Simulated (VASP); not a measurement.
**Al8N: single point with PBE**

Al8N, a slab with vacuum:

```
Al N
1.0
     2.85432    0.00000    0.00000
    -1.42716    2.47192    0.00000
     0.00000    0.00000   33.47606
Al N
8 1
Direct
  0.33333 0.66667 0.11949
  0.00000 0.00000 0.18956
  0.66667 0.33333 0.25964
  0.00000 0.00000 0.32971
  0.33333 0.66667 0.39922
  0.00000 0.00000 0.46965
  0.66667 0.33333 0.54010
  0.00000 0.00000 0.61166
  0.88889 0.11111 0.67350
```

* Program: VASP 6.6.1
* Task: single point
* Functional: PBE
* Potentials or basis: VASP PAW PBE potentials, release 64 (Al, N)
* Cutoff: 520 eV
* k mesh: 9 × 9 × 1
* Occupations: gaussian, width 0.1 eV
* Spin: no spin polarisation
* Dipole correction: yes
* Further INCAR settings: ALGO = Normal; EDIFF = 1e-06; NBANDS = 24

```yaml
Largest_force: 2.408 eV/Å
```

Forces on the atoms (eV/Å):
```
Al  -0.001  0.001 -0.112
Al   0.005 -0.003  0.049
Al  -0.003  0.002  0.018
Al  -0.004  0.002 -0.038
Al  -0.002  0.001  0.208
Al   0.020 -0.011 -0.172
Al  -0.048  0.028  0.187
Al  -0.201  0.116  2.252
N    0.233 -0.135 -2.392
```

Levels at points of the mesh, in eV from the Fermi level:
| k point | band 12 | band 13 | band 14 | band 15 | band 16 | band 17 |
| --- | --- | --- | --- | --- | --- | --- |
| (0.00, 0.00, 0.00) | -1.16 | 0.28 | 1.31 | 1.33 | 1.89 | 3.37 |

It took 6 min on 1 thread of Intel(R) Xeon(R) Platinum 8259CL CPU @ 2.50GHz (Skylake/Cascade Lake) (shared host), peak memory 0.42 GiB.
